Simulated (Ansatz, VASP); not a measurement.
## Ta5N4 in VASP and in Ansatz

Contents of INCAR:

```
ALGO = Normal
DIPOL = 0.5 0.5 0.500
EDIFF = 1E-6
ENCUT = 520
GGA = PS
IDIPOL = 3
ISIF = 2
ISMEAR = 0
LASPH = T
LCHARG = F
LDIPOL = T
LREAL = F
LWAVE = F
NBANDS = 48
NELM = 100
PREC = Accurate
SIGMA = 0.1
```

KPOINTS

```
k-points
0
Gamma
  12 12 1
```

File POSCAR:

```
Ta5N4
1.0
    2.9239890448      0.0000000000      0.0000000000
   -1.4619945224      2.5322487932      0.0000000000
    0.0000000000      0.0000000000     26.4829105703
Ta N
5 4
Direct
    0.3333333333      0.6666666667      0.2832015001
    0.3333333333      0.6666666667      0.3916007500
    0.3333333333      0.6666666667      0.5000000000
    0.3333333333      0.6666666667      0.6083992500
    0.3333333333      0.6666666667      0.7167984999
    0.0000000000      0.0000000000      0.3374011251
    0.0000000000      0.0000000000      0.4458003750
    0.0000000000      0.0000000000      0.5541996250
    0.0000000000      0.0000000000      0.6625988749
```

Input for Ansatz:

```yaml
crystal:
  lattice:
    - [2.9239890448, 0.0, 0.0]
    - [-1.4619945224, 2.5322487932, 0.0]
    - [0.0, 0.0, 26.4829105703]
  atoms:
    - { symbol: Ta, position: [0.3333333333, 0.6666666667, 0.2832015001] }
    - { symbol: "N", position: [0.0, 0.0, 0.3374011251] }
    - { symbol: Ta, position: [0.3333333333, 0.6666666667, 0.39160075] }
    - { symbol: "N", position: [0.0, 0.0, 0.445800375] }
    - { symbol: Ta, position: [0.3333333333, 0.6666666667, 0.5] }
    - { symbol: "N", position: [0.0, 0.0, 0.554199625] }
    - { symbol: Ta, position: [0.3333333333, 0.6666666667, 0.60839925] }
    - { symbol: "N", position: [0.0, 0.0, 0.6625988749] }
    - { symbol: Ta, position: [0.3333333333, 0.6666666667, 0.7167984999] }
basis:
  ecutwfc: 420
kpoints:
  mp_grid: { grid: [12, 12, 1] }
hamiltonian:
  xc: pbesol
scf:
  occupations: { method: gaussian, width: 0.1 }
output:
  forces: true
  stress: true
  eigenvalues: true
  write_density: true
  write_potential: true
  elf: true
  volumetric_format: npy
efield:
  axis: 3
  dipole_correction: true
  ramp_width: 0.04
```

Alike in both runs: task single point; functional PBEsol; k mesh 12 × 12 × 1; occupations gaussian, width 0.1 eV; no spin polarisation.

|  | VASP | Ansatz |
| --- | --- | --- |
| version | VASP 6.6.1 | Ansatz 0.2.0 |
| potentials or method | VASP PAW PBE potentials, release 64 (Ta_pv, N), cutoff 520 eV | scalar-relativistic, plane waves, PAW |
| valence electrons in the cell | 75 | 85 |

```tsv
	VASP	Ansatz	Ansatz less VASP
gap on the k mesh at the Fermi level (eV)	none	none	-
rms of the force components (eV/Å)	0.146	0.147	+0.0008
```

VASP's potentials were made for PBE, not for PBEsol. A gap of «none» marks a metal or a gap that the smearing closes. VASP's potentials hold 75 valence electrons a cell and Ansatz's 85, so a difference there can come from the potentials and not from the codes. Ansatz's warnings: xc potential rough in thin density.

Neither program's run includes spin-orbit coupling.
